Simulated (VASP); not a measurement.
A run of VASP 6.6.1:

File INCAR:

```
ALGO = Normal ; EDIFF = 1E-6
EDIFFG = -0.005 ; ENCUT = 600
GGA = PE ; IBRION = 2
ISIF = 3 ; ISMEAR = -1
LASPH = True ; LCHARG = False
LREAL = False ; LWAVE = False
NELM = 100 ; NSW = 32
PREC = Accurate ; PSTRESS = 270.0
SIGMA = 0.08
```

Contents of KPOINTS:

```
k-points
0
Gamma
  18 18 18
```

The input POSCAR:

```
P
1.0
    0.0000000000      1.8139357265      1.8139357265
    1.8139357265      0.0000000000      1.8139357265
    1.8139357265      1.8139357265      0.0000000000
P
1
Direct
    0.0000000000      0.0000000000      0.0000000000
```

Potentials or basis: VASP PAW PBE potentials, release 64 (P).

The run is started by

```sh
$ cat potpaw_PBE.64/P/POTCAR > POTCAR
$ mpirun -np 1 vasp_std > vasp.out
```

Hardware: 1 thread of Intel(R) Xeon(R) 6975P-C (Granite Rapids), on a shared host.

Task: Estimate the wall time of this run.

Result: Run time: 7.6 s on 1 thread of Intel(R) Xeon(R) 6975P-C (Granite Rapids) (shared host), peak memory 0.13 GiB. Counts: scf iterations 17, k points 195, ion steps 3.
